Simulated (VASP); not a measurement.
# LiH: single point with PBEsol

The system is LiH.

```
Li H
1.0
     1.82348    1.82348    0.00000
    -1.82348    1.82348    0.00000
     0.00000    1.82348    1.82348
Li H
1 1
Direct
  0.00000 0.00000 0.00000
  0.50000 0.50000 0.00000
```

* Program: VASP 6.6.1
* Task: single point
* Functional: PBEsol
* Potentials or basis: VASP PAW PBE potentials, release 64 (Li_sv, H)
* Cutoff: 520 eV
* k mesh: 10 × 10 × 10
* Occupations: gaussian, width 0.01 eV
* Spin: no spin polarisation
* Dipole correction: no
* Further INCAR settings: ALGO = Normal; EDIFF = 1e-06; NBANDS = 9

The band gap on the k mesh is 2.43 eV, direct.

Levels at points of the mesh, in eV from the valence-band top:
```tsv
k point	band 1	band 2	band 3	band 4	band 5	band 6	band 7
(0.00, 0.00, 0.00)	-43.65	-6.66	20.15	20.74	20.74	20.74	26.03
(0.50, 0.00, 0.00)	-43.51	-3.66	5.45	16.22	18.96	18.96	21.95
(0.50, 0.50, 0.00)	-43.47	0.00	2.43	12.04	12.04	15.52	21.63
```

Wall time 15 s on 1 thread of AMD EPYC 7R13, with other jobs on the host, peak memory 0.09 GiB.

 A k mesh can miss the band edges.
